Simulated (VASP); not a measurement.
Runs of VASP 6.6.1 on Ta. The structure is that of space group P6/mmm (No. 191), or close to it. The cells are those of the table. This isn't the form of Ta at room conditions, which is bcc.

```tsv
cell	k mesh	gap on the mesh (eV)	pressure (GPa)
a = 4.766, b = 4.766, c = 2.674 Å, angles 90.0, 90.0, 120.0°, 3 atoms	10 × 10 × 15	none	0.8
a = 4.635, b = 4.635, c = 2.601 Å, angles 90.0, 90.0, 120.0°, 3 atoms	9 × 9 × 13	none	(b)
a = 4.890, b = 4.890, c = 2.743 Å, angles 90.0, 90.0, 120.0°, 3 atoms	9 × 9 × 13	none	-13.2
a = 4.829, b = 4.829, c = 2.709 Å, angles 90.0, 90.0, 120.0°, 3 atoms	9 × 9 × 13	none	-6.8
a = 4.766, b = 4.766, c = 2.674 Å, angles 90.0, 90.0, 120.0°, 3 atoms	9 × 9 × 13	none	0.9
a = 4.702, b = 4.702, c = 2.638 Å, angles 90.0, 90.0, 120.0°, 3 atoms	9 × 9 × 13	none	(a)
a = 4.766, b = 4.766, c = 2.674 Å, angles 90.0, 90.0, 120.0°, 3 atoms	8 × 8 × 11	none	0.8
a = 4.567, b = 4.567, c = 2.562 Å, angles 90.0, 90.0, 120.0°, 3 atoms	9 × 9 × 13	none	35.3
```

Alike in all rows: task single point; level LDA; potentials or basis VASP PAW LDA potentials, release 64 (Ta_pv); no spin polarisation; cutoff (eV) 520; smearing fermi-dirac 0.1 eV.

Question: Estimate the missing entries.

Answer: (a) 10.1; (b) 21.4.

Caveats: spin-orbit coupling is left out, which moves the levels of the heavy elements; the cell stands under pressure (at least some runs); the cell stands under tension (at least some runs).

A k mesh can miss the band edges, and the runs leave out spin-orbit coupling on Ta.

A gap of «none» marks levels without a gap at the run's occupations.
